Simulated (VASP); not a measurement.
# Ti2HC (R-3m) in VASP: further runs, part 2 of 2

VASP 6.6.1. The steps go on from the part before.

**3. Single point, LDA**

INCAR

```
PREC     = Accurate       # precision mode
ENCUT    = 520            # plane-wave cutoff, eV
EDIFF    = 1E-6           # SCF threshold, eV
ISMEAR   = 0              # smearing method
SIGMA    = 0.05           # smearing width, eV
LREAL    = F              # projectors in reciprocal space
LASPH    = T              # aspherical terms in the spheres
NELM     = 80             # most SCF steps
ALGO     = Normal         # electronic algorithm
ISIF     = 2              # what is computed and relaxed
LWAVE    = F              # write WAVECAR
LCHARG   = F              # write CHGCAR
GGA      = CA             # functional
NBANDS   = 22             # bands
```

KPOINTS

```
Automatic mesh
0
Gamma
  12 12 12
```

POSCAR

```
Ti2HC
1.0
   -1.5482797468      2.6816991858      0.0000000000
   -3.0965594936      0.0000000000      0.0000000000
   -1.5482797468      0.8938997286      4.7948803090
Ti H C
2 1 1
Direct
    0.2439459500      0.2439459500      0.2681621500
    0.7560540500      0.7560540500      0.7318378500
    0.0000000000      0.0000000000      0.0000000000
    0.5000000000      0.5000000000      0.5000000000
```

Potentials or basis: VASP PAW LDA potentials, release 64 (Ti_sv, H, C).

Run with:

```sh
$ cat potpaw_LDA.64/Ti_sv/POTCAR potpaw_LDA.64/H/POTCAR potpaw_LDA.64/C/POTCAR > POTCAR
$ mpirun -np 1 vasp_std > vasp.out
```

OUTCAR:

```text
PREC = Accurate
   ENCUT = 520
   EDIFF = 1E-6
   ISMEAR = 0
   LREAL = F
   LASPH = T
   NELM = 80
   ISIF = 2
   GGA = CA

 ion  position               nearest neighbor table
   1  0.244  0.244  0.268-   4 2.11   4 2.11   4 2.11   2 2.85   2 2.85   2 2.85
   2  0.756  0.756  0.732-   4 2.11   4 2.11   4 2.11   1 2.85   1 2.85   1 2.85
   3  0.000  0.000  0.000-
   4  0.500  0.500  0.500-   1 2.11   2 2.11   2 2.11   1 2.11   1 2.11   2 2.11

  LATTYP: Found a trigonal (rhomboedric) cell.
 ALAT       =     5.1173336882
 COS(alpha) =     0.8169197963

  Lattice vectors:

 A1 = (   0.0000000000,  -1.7877994572,   4.7948803090)
 A2 = (   1.5482797468,   0.8938997286,   4.7948803090)
 A3 = (  -1.5482797468,   0.8938997286,   4.7948803090)

Analysis of symmetry for initial positions (statically):
=====================================================================
 Subroutine PRICEL returns:
 Original cell was already a primitive cell.

 Routine SETGRP: Setting up the symmetry group for a
 trigonal (rhombohedral) supercell.

 Subroutine GETGRP returns: Found 12 space group operations
 (whereof 12 operations were pure point group operations)
 out of a pool of 12 trial point group operations.

The static configuration has the point symmetry D_3d.

Analysis of symmetry for dynamics (positions and initial velocities):
=====================================================================
 Subroutine PRICEL returns:
 Original cell was already a primitive cell.

 Routine SETGRP: Setting up the symmetry group for a
 trigonal (rhombohedral) supercell.

 Subroutine GETGRP returns: Found 12 space group operations
 (whereof 12 operations were pure point group operations)
 out of a pool of 12 trial point group operations.

The dynamic configuration has the point symmetry D_3d.

 Subroutine INISYM returns: Found 12 space group operations
[... 118 lines left out ...]
   IALGO  =     38    algorithm
   IMIX   =      4    mixing-type and parameters
     AMIX     =   0.40;   BMIX     =  1.00
     AMIX_MAG =   1.60;   BMIX_MAG =  1.00
  volume/ion in A,a.u.               =       9.95        67.17
  Fermi-wavevector in a.u.,A,eV,Ry     =   1.472940  2.783453 29.518553  2.169552
  Thomas-Fermi vector in A             =   2.587894
   LORBIT       =      0    0 simple, 1 ext, 2 COOP (PROOUT), +10 PAW based schemes
   GGA     = CA    functional components
   LHFCALC =     F    Hartree Fock is set to
   AEXX    =    0.0000 exact exchange contribution
   IVDW    =     0    specifies the selected vdW correction
   LEPSILON=     F    determine dielectric tensor
   LRPA    =     F    only Hartree local field effects (RPA)
 non-spin polarized calculation
 Gauss-broadening in eV      SIGMA  =   0.05
  energy-cutoff  :      520.00
  volume of cell :       39.82
 maximum number of plane-waves:      1087
   NGX = 11   NGY = 11   NGZ = 19

 number of electron      29.0000000 magnetization

 Free energy of the ion-electron system (eV)
  ---------------------------------------------------
  ext. energy  EPLUGINS =         0.00000000
  ---------------------------------------------------
  free energy    TOTEN  =       -33.85924810 eV

  energy without entropy =      -33.85608601  energy(sigma->0) =      -33.85766706

 E-fermi :   8.7073     XC(G=0): -12.3814

 val. band max:        8.7003609888   @ k =  -0.2500   0.0000   0.0833
 cond. band min:       8.7112825691   @ k =  -0.4167  -0.4167   0.1667
 fundamental gap:      0.0109215803
 Fermi energy:         8.7072537106

 k-point     1 :       0.0000    0.0000    0.0000
  band No.  band energies     occupation
      1     -47.3428      2.00000
      2     -47.2268      2.00000
      3     -24.3177      2.00000
      4     -23.8198      2.00000
      5     -23.8198      2.00000
      6     -23.7330      2.00000
[... 589 lines left out ...]
     21      12.9237      0.00000
     22      13.9120      0.00000

 [... further k-points ...]

------------------------ aborting loop because EDIFF is reached ----------------------------------------

  FORCE on cell =-STRESS in cart. coord.  units (eV):
  Direction    XX          YY          ZZ          XY          YZ          ZX
  --------------------------------------------------------------------------------------
  -------------------------------------------------------------------------------------
  Total       -2.3524195     -2.3524195     -2.2935791     -0.0000000      0.0000000      0.0000000
  in kB      -94.6581680    -94.6581680    -92.2905098     -0.0000000      0.0000000      0.0000000
  external PRESSURE =     -93.8689486 kB  Pullay stress =       0.0000000 kB

 VOLUME and BASIS-vectors are now :
 -----------------------------------------------------------------------------
  energy-cutoff  :      520.00
  volume of cell :       39.82
      direct lattice vectors                 reciprocal lattice vectors
    -1.548279747  2.681699186  0.000000000     0.000000000  0.372897902 -0.069518593
    -3.096559494  0.000000000  0.000000000    -0.322939056 -0.186448951 -0.069518593
    -1.548279747  0.893899729  4.794880309     0.000000000  0.000000000  0.208555779

 POSITION                                       TOTAL-FORCE (eV/Angst)
 -----------------------------------------------------------------------------------
     -1.54828      0.89390      1.28581         0.000000      0.000000      0.362946
     -4.64484      2.68170      3.50907        -0.000000     -0.000000     -0.362946
      0.00000      0.00000      0.00000         0.000000      0.000000      0.000000
     -3.09656      1.78780      2.39744         0.000000     -0.000000      0.000000
 -----------------------------------------------------------------------------------
    total drift:                                0.000000      0.000000      0.000000

  FREE ENERGIE OF THE ION-ELECTRON SYSTEM (eV)
  ---------------------------------------------------
  free  energy   TOTEN  =       -33.8592480955 eV

  energy  without entropy=      -33.8560860150  energy(sigma->0) =      -33.85766706
```

It took 50 s on 1 thread of Intel Xeon 6975P-C (Granite Rapids), shared host; peak memory 0.26 GiB.

What came out:

| Property | Result |
| --- | --- |
| Free energy | -33.8592 eV |
| Pressure | -9.4 GPa |
| Largest force | 0.363 eV/Å |
| Band gap on the k mesh | zero (an odd number of electrons rules out a gap without spin polarisation) |

Forces in eV/Å, atoms in the order of the input:
```
Ti   0.000  0.000  0.363
Ti   0.000  0.000 -0.363
H    0.000  0.000  0.000
C    0.000  0.000  0.000
```

Stress tensor (GPa, compression positive):
```
-9.47  0.00  0.00
 0.00 -9.47  0.00
 0.00  0.00 -9.23
```

Levels at points of the mesh, in eV from the Fermi level:
```csv
k point,band 11,band 12,band 13,band 14,band 15,band 16,band 17,band 18,band 19,band 20
"(0.00, 0.00, 0.00)",-5.08,-2.81,-2.81,0.27,0.27,0.96,1.78,1.78,2.95,2.95
"(0.50, 0.00, 0.00)",-4.13,-3.01,-2.56,-1.55,-0.46,1.50,2.30,2.66,2.97,3.17
"(0.50, 0.50, 0.00)",-5.14,-2.88,-2.74,-1.82,0.28,2.25,2.69,2.75,3.26,3.41
"(0.00, 0.00, 0.50)",-2.66,-2.63,-2.63,0.11,0.61,0.61,1.52,1.52,2.00,2.00
```

Caveat: the cell stands under tension.
